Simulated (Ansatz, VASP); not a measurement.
# SiC: VASP beside Ansatz

```
CELL_PARAMETERS angstrom
3.09812 0.00000 0.00000
-1.54906 2.68305 0.00000
0.00000 0.00000 4.93272
ATOMIC_POSITIONS crystal
Si 0.33333 0.66667 0.25000
Si 0.66667 0.33333 0.75000
C 0.66667 0.33333 0.25000
C 0.33333 0.66667 0.75000
```

Change from the starting cell: biaxial_xy strain -1.2%.

Alike in both runs: task single point; functional PBE; k mesh 12 × 12 × 6; occupations fermi-dirac, width 0.02 eV; no spin polarisation.

```csv
,VASP,Ansatz
version,VASP 6.6.1,Ansatz 0.2.0
potentials or method,"VASP PAW PBE potentials, release 64 (Si, C)","plane waves, PAW"
plane-wave cutoff (eV),520,420
valence electrons in the cell,16,16
```

```tsv
	VASP	Ansatz	Ansatz less VASP
pressure (GPa)	11.5	11.6	+0.13
traceless stress, the component that is largest in VASP (GPa)	-7.92	-8.08	-0.161
```
